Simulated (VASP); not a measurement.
Set up this calculation in VASP 6.6.1, as the native input.

```yaml
Task: relaxation of cell and atoms
Functional: PBE
Dispersion: D3(BJ)
Potentials_or_basis: VASP PAW PBE potentials, release 64 (C, O)
Cutoff: 600 eV
k_mesh: 6 × 6 × 4
Occupations: gaussian, width 0.1 eV
Spin: no spin polarisation
Target_pressure: 9 GPa
Dipole_correction: no
Further_INCAR_settings: ALGO = Normal; EDIFF = 1e-07; IBRION = 2; EDIFFG = -0.05; NSW = 80; ISIF = 3
```

The structure of CO2 lies in POSCAR:

```
CO2
1.0
    2.3923934174     -2.1835382210      0.0000000000
    2.3923934174      2.1835382210      0.0000000000
    0.0000000000      0.0000000000      6.0542720922
C O
2 4
Direct
    0.0000000000      0.0000000000      0.0000000000
    0.5000000000      0.5000000000      0.5000000000
    0.7861926494      0.2138073506      0.8852321836
    0.2138073506      0.7861926494      0.1147678164
    0.7138073506      0.2861926494      0.3852321836
    0.2861926494      0.7138073506      0.6147678164
```

One way to write it, as run:

INCAR

```
ALGO = Normal ; EDIFF = 1E-7
EDIFFG = -0.05 ; ENCUT = 600
GGA = PE ; IBRION = 2
ISIF = 3 ; ISMEAR = 0
IVDW = 12 ; LASPH = T
LCHARG = F ; LREAL = F
LWAVE = F ; NELM = 100
NSW = 80 ; PREC = Accurate
PSTRESS = 90.0 ; SIGMA = 0.1
```

KPOINTS

```
k-points
0
Gamma
  6 6 4
```

Potentials or basis: VASP PAW PBE potentials, release 64 (C, O).

Run with:

```console
$ cat potpaw_PBE.64/C/POTCAR potpaw_PBE.64/O/POTCAR > POTCAR
$ mpirun -np 1 vasp_std > vasp.out
```

It gave:

```
Relaxed volume                                             : 10.56 Å³/atom
Relaxed cell                                               : a = 3.241 Å, b = 3.241 Å, c = 6.059 Å, α = 90.00°, β = 90.00°, γ = 84.89°
Space group after relaxing (to 0.1 Å)                      : Cmce (No. 64)
Energy change on relaxing (the run minimises the enthalpy) : -2.3 meV/atom
Ionic steps                                                : 3
Pressure after relaxing                                    : 8.3 GPa
Band gap on the k mesh                                     : 6.10 eV (least direct gap 7.06 eV)
Dispersion energy per atom                                 : -0.103 eV
```

Caveat: the cell is relaxed towards a set pressure, so the run minimises the enthalpy, not the energy.

Run time: 52 s on 1 thread of Intel(R) Xeon(R) 6975P-C (Granite Rapids), with other jobs on the host, peak memory 0.21 GiB.
